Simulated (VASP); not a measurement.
Here is a VASP 6.6.1 calculation.

INCAR

```
PREC     = Accurate       # precision mode
ENCUT    = 520            # plane-wave cutoff, eV
EDIFF    = 1E-8           # SCF threshold, eV
ISMEAR   = -1             # smearing method
SIGMA    = 0.03           # smearing width, eV
LREAL    = F              # projectors in reciprocal space
LASPH    = T              # aspherical terms in the spheres
NELM     = 80             # most SCF steps
ALGO     = Normal         # electronic algorithm
ISIF     = 2              # what is computed and relaxed
LWAVE    = F              # write WAVECAR
LCHARG   = F              # write CHGCAR
GGA      = PE             # functional
LEFG     = T            
NBANDS   = 10             # bands
```

The input KPOINTS:

```
regular mesh
0
Gamma
  14 14 14
```

File POSCAR:

```
Re
1.0
    0.0000000000      1.9750000000      2.0342500000
    1.9750000000      0.0000000000      2.0342500000
    1.9750000000      1.9750000000      0.0000000000
Re
1
Direct
    0.0000000000      0.0000000000      0.0000000000
```

Potentials or basis: VASP PAW PBE potentials, release 64 (Re).

The run is started by

```sh
$ cat potpaw_PBE.64/Re/POTCAR > POTCAR
$ mpirun -np 1 vasp_std > vasp.out
```

Task: Estimate the pressure.

Result: -18.7 GPa.

Stress tensor (GPa, compression positive):
```
-16.53   0.00   0.00
  0.00 -16.53   0.00
  0.00   0.00 -23.03
```

Caveat: the cell differs from its parent crystal (zz strain of +3 %); without QUAD_EFG the Cq values of the log hold for a quadrupole moment of 1 mb, not for the nuclei.
